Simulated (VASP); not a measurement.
# Ru (P6_3/mmc) in VASP: single point with r2SCAN

Aim: the single point of Ru with r2SCAN.

Everything below comes from runs of VASP 6.6.1. Logs are shortened: lines on timing, memory, paths and dates and some standing lists are left out, and cuts for length are marked.

### Step 1. The cell of the first run

Symmetry: P6_3/mmc, No. 194, hexagonal system. The conventional cell has a = 2.700 Å, b = 2.700 Å, c = 4.277 Å, α = 90.00°, β = 90.00°, γ = 120.00°. Ru (site symmetry -6m2) has 12 Ru at 2.65 to 2.70 Å within 3.5 Å.

### Step 2. Single point, r2SCAN

The input, POSCAR:

```
Ru
1.0
    2.6999990271      0.0000000000      0.0000000000
   -1.3499995136      2.3382677476      0.0000000000
    0.0000000000      0.0000000000      4.2767984589
Ru
2
Direct
    0.3333333333      0.6666666667      0.7500000000
    0.6666666667      0.3333333333      0.2500000000
```

The input, INCAR.step1:

```
SYSTEM = Ru
  PREC = Accurate
  ENCUT = 520
  ISMEAR = 0
  SIGMA = 0.05
  LREAL = .FALSE.
  LASPH = .TRUE.
  NELM = 60
  NBANDS = 21
  GGA = PE
  ALGO = Normal
  EDIFF = 1E-4
  LWAVE = .TRUE.
  LCHARG = .FALSE.
```

The input, INCAR.step2:

```
SYSTEM = Ru
  PREC = Accurate
  ENCUT = 520
  EDIFF = 1E-6
  ISMEAR = 0
  SIGMA = 0.05
  LREAL = .FALSE.
  LASPH = .TRUE.
  NELM = 60
  ALGO = Normal
  ISIF = 2
  LWAVE = .FALSE.
  LCHARG = .TRUE.
  METAGGA = R2SCAN
  LMIXTAU = .TRUE.
  LELF = .TRUE.
  LVHAR = .TRUE.
  NBANDS = 21
  ISTART = 1
```

The input, KPOINTS:

```
regular mesh
0
G
  14 14 8
  0 0 0
```

Potentials or basis: VASP PAW PBE potentials, release 64 (Ru_pv).

The run is started by

```
cat potpaw_PBE.64/Ru_pv/POTCAR > POTCAR
cp INCAR.step1 INCAR
mpirun -np 1 vasp_std > vasp.out
cp INCAR.step2 INCAR
mpirun -np 1 vasp_std > vasp.out
```

OUTCAR:

```text
SYSTEM = Ru
   PREC = Accurate
   ENCUT = 520
   EDIFF = 1E-6
   ISMEAR = 0
   LREAL = .FALSE.
   LASPH = .TRUE.
   NELM = 60
   ISIF = 2
   METAGGA = R2SCAN
   ISTART = 1

 ion  position               nearest neighbor table
   1  0.333  0.667  0.750-   2 2.65   2 2.65   2 2.65   2 2.65   2 2.65   2 2.65
   2  0.667  0.333  0.250-   1 2.65   1 2.65   1 2.65   1 2.65   1 2.65   1 2.65

  LATTYP: Found a hexagonal cell.
 ALAT       =     2.6999990271
 C/A-ratio  =     1.5840000000

  Lattice vectors:

 A1 = (   2.6999990271,   0.0000000000,   0.0000000000)
 A2 = (  -1.3499995136,   2.3382677476,   0.0000000000)
 A3 = (   0.0000000000,   0.0000000000,   4.2767984589)

Analysis of symmetry for initial positions (statically):
=====================================================================
 Subroutine PRICEL returns:
 Original cell was already a primitive cell.

 Routine SETGRP: Setting up the symmetry group for a
 hexagonal supercell.

 Subroutine GETGRP returns: Found 24 space group operations
 (whereof 12 operations were pure point group operations)
 out of a pool of 24 trial point group operations.

The static configuration has the point symmetry D_3d.
 The point group associated with its full space group is D_6h.

Analysis of symmetry for dynamics (positions and initial velocities):
=====================================================================
 Subroutine PRICEL returns:
 Original cell was already a primitive cell.

 Routine SETGRP: Setting up the symmetry group for a
 hexagonal supercell.

 Subroutine GETGRP returns: Found 24 space group operations
 (whereof 12 operations were pure point group operations)
 out of a pool of 24 trial point group operations.

The dynamic configuration has the point symmetry D_3d.
 The point group associated with its full space group is D_6h.

 Subroutine INISYM returns: Found 24 space group operations
 (whereof 12 operations are pure point group operations),
 and found     1 'primitive' translations

----------------------------------------------------------------------------------------

                                     Primitive cell

  volume of cell :      27.0008

  direct lattice vectors                    reciprocal lattice vectors
     2.699999027  0.000000000  0.000000000     0.370370504  0.213833510  0.000000000
    -1.349999514  2.338267748  0.000000000     0.000000000  0.427667020  0.000000000
     0.000000000  0.000000000  4.276798459     0.000000000  0.000000000  0.233819763

  length of vectors
     2.699999027  2.699999027  4.276798459     0.427667020  0.427667020  0.233819763

  position of ions in fractional coordinates (direct lattice)
     0.333333333  0.666666667  0.750000000
     0.666666667  0.333333333  0.250000000

  ion indices of the primitive-cell ions
   primitive index   ion index
                 1           1
                 2           2

----------------------------------------------------------------------------------------

 KPOINTS: regular mesh

Automatic generation of k-mesh.
 Grid dimensions read from file:
 generate k-points for:   14   14    8

 Generating k-lattice:

  Cartesian coordinates                     Fractional coordinates (reciprocal lattice)
     0.026455036  0.015273822  0.000000000     0.071428571  0.000000000  0.000000000
     0.000000000  0.030547644  0.000000000     0.000000000  0.071428571  0.000000000
     0.000000000  0.000000000  0.029227470     0.000000000  0.000000000  0.125000000

  Length of vectors
     0.030547644  0.030547644  0.029227470

  Shift w.r.t. Gamma in fractional coordinates (k-lattice)
     0.000000000  0.000000000  0.000000000

 Subroutine IBZKPT returns following result:
 ===========================================

 Found    120 irreducible k-points:

 Following reciprocal coordinates:
            Coordinates               Weight
  0.000000  0.000000  0.000000      1.000000
  0.071429  0.000000  0.000000      6.000000
  0.142857  0.000000  0.000000      6.000000
  0.214286 -0.000000  0.000000      6.000000
  0.285714  0.000000  0.000000      6.000000
  0.357143  0.000000  0.000000      6.000000
[... 16 lines left out ...]
  0.285714  0.285714  0.000000      6.000000
  0.357143  0.285714  0.000000      6.000000
 [... further k-points ...]
   k-points           NKPTS =    120   k-points in BZ     NKDIM =    120   number of bands    NBANDS=     21
   number of dos      NEDOS =    301   number of ions     NIONS =      2
   total plane-waves  NPLWV =  12800
   dimension x,y,z NGX =    20 NGY =   20 NGZ =   32
   dimension x,y,z NGXF=    40 NGYF=   40 NGZF=   64
   ions per type =               2
   NGX,Y,Z   is equivalent  to a cutoff of  12.31, 12.31, 12.44 a.u.
   NGXF,Y,Z  is equivalent  to a cutoff of  24.63, 24.63, 24.88 a.u.
 SYSTEM =  Ru
   PREC   = accura    normal or accurate (medium, high low for compatibility)
   ISTART =      1    job   : 0-new  1-cont  2-samecut
   ICHARG =      0    charge: 1-file 2-atom 10-const
   ISPIN  =      1    spin polarized calculation?
   LNONCOLLINEAR =      F non collinear calculations
   LSORBIT =      F    spin-orbit coupling
   LASPH  =      T    aspherical Exc in radial PAW
   ENCUT  =  520.0 eV  38.22 Ry    6.18 a.u.   5.02  5.02  7.95*2*pi/ulx,y,z
   NELM   =     60;   NELMIN=  2; NELMDL=  0     # of ELM steps
   EDIFF  = 0.1E-05   stopping-criterion for ELM
   LREAL  =      F    real-space projection
   EDIFFG = 0.1E-04   stopping-criterion for IOM
   NSW    =      0    number of steps for IOM
   IBRION =     -1    ionic relax: 0-MD 1-quasi-New 2-CG
   NFREE  =      0    steps in history (QN), initial steepest desc. (CG)
   ISIF   =      2    stress and relaxation
   ISYM   =      2    0-nonsym 1-usesym 2-fastsym
   POTIM  = 0.5000    time-step for ionic-motion
   TEBEG  =    0.0;   TEEND  =   0.0 temperature during run
   PSTRESS=    0.0 pullay stress
   NELECT =      28.0000    total number of electrons
   NUPDOWN=      -1.0000    fix difference up-down
   EMIN   =  10.00;   EMAX   =-10.00  energy-range for DOS
   EFERMI =   0.00;   METHOD = LEGACY
   ISMEAR =     0;   SIGMA  =   0.05  broadening in eV -4-tet -1-fermi 0-gaus
   EFERMI_NEDOS =   21; number of points for ismear=-14 and -15
   IALGO  =     38    algorithm
   IMIX   =      4    mixing-type and parameters
     AMIX     =   0.40;   BMIX     =  1.00
     AMIX_MAG =   1.60;   BMIX_MAG =  1.00
  volume/ion in A,a.u.               =      13.50        91.11
  Fermi-wavevector in a.u.,A,eV,Ry     =   1.657049  3.131368 37.359023  2.745811
  Thomas-Fermi vector in A             =   2.744869
   LORBIT       =      0    0 simple, 1 ext, 2 COOP (PROOUT), +10 PAW based schemes
   METAGGA = R2SCAN    functional components
   LHFCALC =     F    Hartree Fock is set to
   AEXX    =    0.0000 exact exchange contribution
   IVDW    =     0    specifies the selected vdW correction
   LEPSILON=     F    determine dielectric tensor
   LRPA    =     F    only Hartree local field effects (RPA)
 non-spin polarized calculation
 Gauss-broadening in eV      SIGMA  =   0.05
  energy-cutoff  :      520.00
  volume of cell :       27.00
 maximum number of plane-waves:       746
 NGX is ok and might be reduce to    20
   NGX =  9   NGY =  9   NGZ = 15

 number of electron      28.0000006 magnetization

 Free energy of the ion-electron system (eV)
  ---------------------------------------------------
  ext. energy  EPLUGINS =         0.00000000
  ---------------------------------------------------
  free energy    TOTEN  =       -50.85029838 eV

  energy without entropy =      -50.84739724  energy(sigma->0) =      -50.84884781

 E-fermi :  12.8112     XC(G=0): -15.4482

 val. band max:       12.8093375774   @ k =   0.0000   0.0000   0.3750
 cond. band min:      12.8290604400   @ k =   0.2857   0.1429   0.0000
 fundamental gap:      0.0197228626
 Fermi energy:        12.8111603350

 k-point     1 :       0.0000    0.0000    0.0000
  band No.  band energies     occupation
      1     -32.2807      2.00000
      2     -31.2491      2.00000
      3     -31.2491      2.00000
      4     -31.0639      2.00000
      5     -31.0639      2.00000
      6     -31.0273      2.00000
[... 13 lines left out ...]
     20      21.2352      0.00000
     21      23.7210      0.00000

 k-point     2 :       0.0714    0.0000    0.0000
  band No.  band energies     occupation
      1     -32.2616      2.00000
      2     -31.2900      2.00000
      3     -31.2629      2.00000
      4     -31.1067      2.00000
      5     -31.0695      2.00000
      6     -31.0360      2.00000
[... 13 lines left out ...]
     20      21.2351      0.00000
     21      23.6898      0.00000

 k-point     3 :       0.1429    0.0000    0.0000
  band No.  band energies     occupation
      1     -32.2061      2.00000
      2     -31.4047      2.00000
      3     -31.3004      2.00000
      4     -31.2246      2.00000
      5     -31.0859      2.00000
      6     -31.0624      2.00000
[... 13 lines left out ...]
     20      21.2352      0.00000
     21      23.5900      0.00000

 k-point     4 :       0.2143   -0.0000    0.0000
  band No.  band energies     occupation
      1     -32.1199      2.00000
      2     -31.5704      2.00000
      3     -31.3900      2.00000
      4     -31.3526      2.00000
      5     -31.1112      2.00000
      6     -31.1065      2.00000
[... 13 lines left out ...]
     20      21.2351      0.00000
     21      23.4331      0.00000

 k-point     5 :       0.2857    0.0000    0.0000
  band No.  band energies     occupation
      1     -32.0122      2.00000
      2     -31.7541      2.00000
      3     -31.5675      2.00000
      4     -31.4086      2.00000
      5     -31.1672      2.00000
      6     -31.1407      2.00000
[... 13 lines left out ...]
     20      21.5313      0.00000
     21      23.2634      0.00000
[... 382 lines left out ...]
     20      22.4175      0.00000
     21      23.9246      0.00000

 k-point    22 :       0.3571    0.2143    0.0000
  band No.  band energies     occupation
      1     -31.9714      2.00000
      2     -31.7815      2.00000
      3     -31.6693      2.00000
      4     -31.6497      2.00000
      5     -31.4111      2.00000
      6     -31.3986      2.00000
[... 13 lines left out ...]
     20      21.2352      0.00000
     21      23.1394      0.00000

 k-point    23 :       0.2857    0.2857    0.0000
  band No.  band energies     occupation
      1     -31.9283      2.00000
      2     -31.7889      2.00000
      3     -31.6537      2.00000
      4     -31.6506      2.00000
      5     -31.4583      2.00000
      6     -31.4242      2.00000
[... 13 lines left out ...]
     20      21.4491      0.00000
     21      22.0354      0.00000

 k-point    24 :       0.3571    0.2857    0.0000
  band No.  band energies     occupation
      1     -31.9316      2.00000
      2     -31.7323      2.00000
      3     -31.7270      2.00000
      4     -31.5863      2.00000
      5     -31.4979      2.00000
      6     -31.4850      2.00000
[... 13 lines left out ...]
     20      21.2353      0.00000
     21      21.4344      0.00000

 [... further k-points ...]

------------------------ aborting loop because EDIFF is reached ----------------------------------------

  FORCE on cell =-STRESS in cart. coord.  units (eV):
  Direction    XX          YY          ZZ          XY          YZ          ZX
  --------------------------------------------------------------------------------------
  -------------------------------------------------------------------------------------
  Total        0.3779861      0.3779861     -0.0985581     -0.0000000      0.0000000      0.0000000
  in kB       22.4289912     22.4289912     -5.8482533     -0.0000000      0.0000000      0.0000000
  external PRESSURE =      13.0032431 kB  Pullay stress =       0.0000000 kB

 VOLUME and BASIS-vectors are now :
 -----------------------------------------------------------------------------
  energy-cutoff  :      520.00
  volume of cell :       27.00
      direct lattice vectors                 reciprocal lattice vectors
     2.699999027  0.000000000  0.000000000     0.370370504  0.213833510  0.000000000
    -1.349999514  2.338267748  0.000000000     0.000000000  0.427667020  0.000000000
     0.000000000  0.000000000  4.276798459     0.000000000  0.000000000  0.233819763

 POSITION                                       TOTAL-FORCE (eV/Angst)
 -----------------------------------------------------------------------------------
     -0.00000      1.55885      3.20760        -0.000000      0.000000      0.000000
      1.35000      0.77942      1.06920         0.000000      0.000000      0.000000
 -----------------------------------------------------------------------------------
    total drift:                               -0.000000      0.000000     -0.000000

  FREE ENERGIE OF THE ION-ELECTRON SYSTEM (eV)
  ---------------------------------------------------
  free  energy   TOTEN  =       -50.8502983802 eV

  energy  without entropy=      -50.8473972388  energy(sigma->0) =      -50.84884781
```

Wall time 2.6 min (1 thread of Intel Xeon 8259CL, shared host); peak memory 0.18 GiB.

What came out:

| Property | Result |
| --- | --- |
| Free energy | -50.8503 eV |
| Pressure | 1.3 GPa |
| Band gap on the k mesh | zero (bands 14 and 15 overlap by 3.30 eV) |

Levels at points of the mesh, in eV from the Fermi level:
```tsv
k point	band 10	band 11	band 12	band 13	band 14	band 15	band 16	band 17	band 18	band 19
(0.00, 0.00, 0.00)	-2.70	-2.53	-1.99	-1.99	-1.45	-1.45	1.26	1.26	1.36	8.42
(0.50, 0.00, 0.00)	-3.15	-2.18	-1.86	-1.58	1.53	1.96	2.02	4.29	6.48	8.42
(0.00, 0.00, 0.50)	-2.88	-2.88	-2.88	-2.83	-2.83	0.59	0.59	0.59	0.59	8.42
(0.50, 0.00, 0.50)	-4.77	-1.09	-1.09	0.49	0.49	1.79	1.79	3.58	3.58	8.42
```

Caveat: an empty level that is flat over the whole mesh can mark a ghost state of the potentials, or a narrow d or f band; the PAW data sets were made with another functional, which shifts forces and pressure a little.
